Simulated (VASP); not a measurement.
A run of VASP 6.6.1:

File INCAR:

```
ALGO     = Normal         # electronic algorithm
EDIFF    = 1E-6           # SCF threshold, eV
ENCUT    = 520            # plane-wave cutoff, eV
GGA      = PE             # functional
ISIF     = 2              # what is computed and relaxed
ISMEAR   = 0              # smearing method
IVDW     = 12             # dispersion correction
LASPH    = T              # aspherical terms in the spheres
LCHARG   = F              # write CHGCAR
LDAU     = T              # DFT+U
LDAUJ    = 0 0          
LDAUL    = 2 -1           # shell
LDAUPRINT= 1            
LDAUTYPE = 2            
LDAUU    = 4 0            # U, eV
LMAXMIX  = 4              # l up to which the mixer works
LREAL    = F              # projectors in reciprocal space
LWAVE    = F              # write WAVECAR
NBANDS   = 19             # bands
NELM     = 150            # most SCF steps
PREC     = Accurate       # precision mode
SIGMA    = 0.05           # smearing width, eV
```

The input KPOINTS:

```
k-points
0
Gamma
  9 9 9
```

POSCAR

```
TiO2
1.0
    1.4689500000      0.8480986779      4.1903000000
   -1.4689500000      0.8480986779      4.1903000000
    0.0000000000     -1.6961973559      4.1903000000
Ti O
1 2
Direct
    0.0000000000      0.0000000000      0.0000000000
    0.6017580785      0.6017580785      0.6017580785
    0.3982419215      0.3982419215      0.3982419215
```

Potentials or basis: VASP PAW PBE potentials, release 64 (Ti_sv, O).

Run with:

```sh
$ cat potpaw_PBE.64/Ti_sv/POTCAR potpaw_PBE.64/O/POTCAR > POTCAR
$ mpirun -np 1 vasp_std > vasp.out
```

Hardware: 1 thread of Intel Xeon 8259CL, with other jobs on the host.

**Question.** Estimate the wall time of this run.

**Answer.** Run time: 3.1 min on 1 thread of Intel Xeon 8259CL, with other jobs on the host, peak memory 0.23 GiB. Counts: scf iterations 15, k points 85.
